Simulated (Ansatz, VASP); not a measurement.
**One calculation of CdS, two programs**

```xyz
2
Lattice="0.0000 2.9392 2.9392 2.9392 0.0000 2.9392 2.9392 2.9392 0.0000" Properties=species:S:1:pos:R:3 pbc="T T T"
Cd    0.0000    0.0000    0.0000
S     1.4696    1.4696    1.4696
```

Alike in both runs: task single point; functional PBE-based screened hybrid; k mesh 4 × 4 × 4; no spin polarisation.

```csv
,VASP,Ansatz
version,VASP 6.6.1,Ansatz 0.2.0
potentials or method,"VASP PAW PBE potentials, release 64 (Cd, S)",plane waves
plane-wave cutoff (eV),520,420
occupations,"gaussian, width 0.01 eV",fixed
valence electrons in the cell,18,26
```

Ansatz gave:

* gap on the k mesh at the Fermi level (eV): 1.24
* pressure (GPa): 1.3

Problem. Estimate VASP's values.

Solution. gap on the k mesh at the Fermi level (eV): 1.25; pressure (GPa): 1.6.

VASP's potentials were made for PBE, not for PBE-based screened hybrid. VASP's potentials hold 18 valence electrons a cell and Ansatz's 26, so a difference there can come from the potentials and not from the codes. Ansatz's warnings: stress exchange threshold loose, stress scf threshold loose.

The k mesh is coarse, so the values compare programs but aren't converged.
